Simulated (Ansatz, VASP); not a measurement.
**Two plane-wave programs on CoO**

```
CELL_PARAMETERS angstrom
3.19765 0.00000 0.00000
-1.59882 2.76924 0.00000
0.00000 0.00000 5.22871
ATOMIC_POSITIONS crystal
Co 0.00000 0.00000 0.00347
Co 0.33333 0.66667 0.50336
O 0.00000 0.00000 0.37161
O 0.33333 0.66667 0.87156
```

Alike in both runs: task single point; functional PBE; k mesh 12 × 12 × 8; occupations gaussian, width 0.01 eV; collinear spin.

|  | VASP | Ansatz |
| --- | --- | --- |
| version | VASP 6.6.1 | Ansatz 0.2.0 |
| potentials or method | VASP PAW PBE potentials, release 64 (Co, O) | scalar-relativistic, plane waves |
| plane-wave cutoff (eV) | 520 | 1306 |
| valence electrons in the cell | 30 | 46 |

Ansatz gave:

| Property | Result |
| --- | --- |
| gap on the k mesh at the Fermi level (eV) | 0.06 |
| least direct gap on the mesh (eV) | 0.16 |
| pressure (GPa) | -0.5 |
| traceless stress, the component that is largest in VASP (GPa) | 0.89 |
| rms of the force components (eV/Å) | 0.090 |
| net moment per atom (μB) | 0.00 |
| size of the moment on the site where the two differ most (μB) | 2.16 |

**Question.** Which values does VASP return?

**Answer.** gap on the k mesh at the Fermi level (eV): 0.13; least direct gap on the mesh (eV): 0.22; pressure (GPa): -0.4; traceless stress, the component that is largest in VASP (GPa): 0.42; rms of the force components (eV/Å): 0.111; net moment per atom (μB): 0.00; size of the moment on the site where the two differ most (μB): 2.30.

Site moments also hang on the region over which each program counts them. Atom by atom the forces differ by 0.021 eV/Å (rms over components). VASP's potentials hold 30 valence electrons a cell and Ansatz's 46, so a difference there can come from the potentials and not from the codes.
